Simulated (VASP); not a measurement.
Write the native input for VASP 6.6.1 that does the following.

```
Task                   : single point
Functional             : PBE
Potentials or basis    : VASP PAW PBE potentials, release 64 (Ag, Nb_sv, Be, Cu)
Cutoff                 : 520 eV
k mesh                 : 1 × 1 × 1, shifted
Occupations            : fermi-dirac, width 0.131 eV
Spin                   : no spin polarisation
Dipole correction      : no
Further INCAR settings : LREAL = Auto; ALGO = Normal; EDIFF = 1e-06; NBANDS = 100; ISYM = 0
```

The structure of BeNb2CuAg12 lies in POSCAR:

```
BeNb2CuAg12
1.0
    6.5133610000     -0.3026030000     -0.0497390000
   -0.3026030000      6.2459810000     -0.0287500000
   -0.0497390000     -0.0287500000      6.5065590000
Ag Nb Be Cu
12 2 1 1
Direct
    0.5125037548      0.4400924304      0.7810707751
    0.2426608836      0.1520337098      0.6059043926
    0.5330513481      0.9639174222      0.3228162638
    0.0353433628      0.3836612991      0.3365974559
    0.8086747766      0.1696032122      0.0283140085
    0.0094935061      0.8963778624      0.8358029276
    0.7932623139      0.1308159477      0.5821693206
    0.0702191643      0.4489339473      0.8520478308
    0.7465845280      0.6296532759      0.1074323463
    0.7847338525      0.6316343176      0.5589262103
    0.4794021204      0.3974429745      0.3695216577
    0.4964879735      0.8752056086      0.7644818062
    0.0711500405      0.9232205210      0.2615171125
    0.2756773982      0.1314539053      0.0646186745
    0.2819023017      0.7128087017      0.0729087047
    0.1993824798      0.6987991106      0.5672080372
```

The input as run:

INCAR

```
SYSTEM = BeNb2CuAg12
PREC     = Accurate       ! precision mode
ENCUT    = 520            ! plane-wave cutoff, eV
EDIFF    = 1E-6           ! SCF threshold, eV
ISMEAR   = -1             ! smearing method
SIGMA    = 0.131          ! smearing width, eV
LREAL    = Auto         
LASPH    = .TRUE.         ! aspherical terms in the spheres
NELM     = 60             ! most SCF steps
ALGO     = Normal         ! electronic algorithm
ISIF     = 2              ! what is computed and relaxed
LWAVE    = .FALSE.        ! write WAVECAR
LCHARG   = .TRUE.         ! write CHGCAR
GGA      = PE             ! functional
LELF     = .TRUE.         ! ELF
LVHAR    = .TRUE.       
ISYM     = 0            
NBANDS   = 100            ! bands
```

KPOINTS

```
Automatic mesh
0
Gamma
  1 1 1
  0.25 0.25 0.25
```

Potentials or basis: VASP PAW PBE potentials, release 64 (Ag, Nb_sv, Be, Cu).

Run with:

```sh
$ cat potpaw_PBE.64/Ag/POTCAR potpaw_PBE.64/Nb_sv/POTCAR potpaw_PBE.64/Be/POTCAR potpaw_PBE.64/Cu/POTCAR > POTCAR
$ mpirun -np 1 vasp_std > vasp.out
```

It gave:

| Quantity | Value |
| --- | --- |
| Pressure | 11.8 GPa |
| Largest force | 3.246 eV/Å |

Caveat: the k points lie up to 1.01 Å⁻¹ apart.

Run time: 2 min on 1 thread of Intel(R) Xeon(R) Platinum 8259CL CPU @ 2.50GHz (Skylake/Cascade Lake) (shared host), peak memory 0.34 GiB.
